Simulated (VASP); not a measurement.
Input of a VASP 6.6.1 run:

Contents of INCAR:

```
PREC = Accurate ; ENCUT = 600
EDIFF = 1E-6 ; ISMEAR = -1
SIGMA = 0.08 ; LREAL = F
LASPH = T ; NELM = 60
ALGO = Normal ; ISIF = 4
LWAVE = F ; LCHARG = F
GGA = PE ; IBRION = 2
NSW = 50 ; EDIFFG = -0.005
```

Contents of KPOINTS:

```
Automatic mesh
0
Gamma
  9 9 12
```

File POSCAR:

```
Au
1.0
    4.5926577986      0.0000000000      0.0000000000
   -2.2963288993      3.9773583244      0.0000000000
    0.0000000000      0.0000000000      2.7107578111
Au
3
Direct
    0.0000000000      0.0000000000      0.0000000000
    0.3333333333      0.6666666667      0.5000000000
    0.6666666667      0.3333333333      0.5000000000
```

Potentials or basis: VASP PAW PBE potentials, release 64 (Au).

The run is started by

```console
$ cat potpaw_PBE.64/Au/POTCAR > POTCAR
$ mpirun -np 1 vasp_std > vasp.out
```

Q: Estimate the band gap on the k mesh.

A: Zero (an odd number of electrons rules out a gap without spin polarisation).

Step by step:
```csv
step,energy change (eV),largest force (eV/Å),pressure (GPa),volume (Å³)
1,0.0000,0.0000,18.84,49.52
2,-0.0002,0.0000,18.82,49.52
3,-0.0003,0.0000,18.82,49.52
```

Caveat: spin-orbit coupling is left out, which moves the levels of the heavy elements.
